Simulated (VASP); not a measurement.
The system is K2IF.

```
CELL_PARAMETERS angstrom
2.10714 1.21656 6.88190
-2.10714 1.21656 6.88190
0.00000 -2.43312 6.88190
ATOMIC_POSITIONS crystal
F 0.00000 0.00000 0.00000
I 0.50000 0.50000 0.50000
K 0.25000 0.25000 0.25000
K 0.75000 0.75000 0.75000
```

```yaml
Program: VASP 6.6.1
Task: relaxation of cell and atoms
Functional: PBE
Potentials_or_basis: VASP PAW PBE potentials, release 64 (F, I, K_sv)
Cutoff: 600 eV
k_mesh: 6 × 6 × 6
Occupations: fermi-dirac, width 0.02 eV
Spin: no spin polarisation
```

At the start: pressure 9.5 GPa; volume 26.46 Å³/atom.

Question: How do energy, volume and symmetry change on relaxing?

Answer: Over 14 steps the energy falls by 357.7 meV/atom and the volume is 31.38 Å³/atom (+18.6 %); space group R-3m (No. 166, to 0.1 Å) before and after.

The path:
```csv
step,energy change (eV),largest force (eV/Å),pressure (GPa),volume (Å³)
1,0.0000,2.5756,9.48,105.85
2,-1.1200,0.9467,0.83,131.68
3,-1.1865,0.4599,-1.21,147.77
4,-1.1952,0.5677,-0.78,143.41
5,-1.1950,0.5899,-0.69,142.59
6,-1.2460,0.5426,-0.60,139.92
7,-1.3668,0.3716,-0.26,132.09
8,-1.3920,0.1536,1.14,117.22
9,-1.4247,0.1355,0.31,124.18
10,-1.4258,0.0964,0.41,123.11
11,-1.4305,0.0052,-0.07,126.00
12,-1.4306,0.0084,-0.01,125.60
13,-1.4308,0.0064,-0.01,125.57
14,-1.4309,0.0028,0.00,125.53
```

Final structure:
```
CELL_PARAMETERS angstrom
2.19678 1.26831 7.50880
-2.19678 1.26831 7.50880
0.00000 -2.53662 7.50880
ATOMIC_POSITIONS crystal
F 0.00000 0.00000 0.00000
I 0.50000 0.50000 0.50000
K 0.27033 0.27033 0.27033
K 0.72967 0.72967 0.72967
```

Caveat: the volume moved by over 15 % at a fixed basis, so the end points are rough.
